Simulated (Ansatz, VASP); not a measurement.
## Cu: VASP beside Ansatz

Contents of INCAR:

```
PREC = Accurate
ENCUT = 520
EDIFF = 1E-6
ISMEAR = 0
SIGMA = 0.15
LREAL = False
LASPH = True
NELM = 60
ALGO = Normal
ISIF = 2
LWAVE = False
LCHARG = False
GGA = CA
NBANDS = 12
```

Contents of KPOINTS:

```
Automatic mesh
0
Gamma
  24 24 24
```

Contents of POSCAR:

```
Cu
1.0
   -1.4174234560      1.4174234560      1.4144468668
    1.4174234560     -1.4174234560      1.4144468668
    1.4174234560      1.4174234560     -1.4144468668
Cu
1
Direct
    0.0000000000      0.0000000000      0.0000000000
```

Input for Ansatz:

```yaml
crystal:
  lattice:
    - [-1.417423456, 1.417423456, 1.4144468668]
    - [1.417423456, -1.417423456, 1.4144468668]
    - [1.417423456, 1.417423456, -1.4144468668]
  atoms:
    - { symbol: Cu, position: [0.0, 0.0, 0.0] }
basis:
  ecutwfc: 520.0
kpoints:
  mp_grid: { grid: [24, 24, 24] }
hamiltonian:
  xc: lda
  pseudopotentials: { kind: paw, azcp: { folder: soft_1 } }
scf:
  occupations: { method: gaussian, width: 0.15 }
output:
  forces: true
  stress: true
  eigenvalues: true
```

Alike in both runs: task single point; functional LDA; k mesh 24 × 24 × 24; occupations gaussian, width 0.15 eV; no spin polarisation.

```csv
,VASP,Ansatz
version,VASP 6.6.1,Ansatz 0.2.0
potentials or method,"VASP PAW LDA potentials, release 64 (Cu), cutoff 520 eV","scalar-relativistic, plane waves, PAW"
valence electrons in the cell,11,19
```

|  | VASP | Ansatz | Ansatz less VASP |
| --- | --- | --- | --- |
| gap on the k mesh at the Fermi level (eV) | none | none | - |
| pressure (GPa) | -5.8 | -6.7 | -0.87 |

Ansatz warns that its potentials were made for another functional, while VASP's fit it. LDA's correlation is that of Perdew and Zunger in VASP and of Perdew and Wang (1992) in Ansatz. A gap of «none» marks a metal or a gap that the smearing closes. VASP's potentials hold 11 valence electrons a cell and Ansatz's 19, so a difference there can come from the potentials and not from the codes.
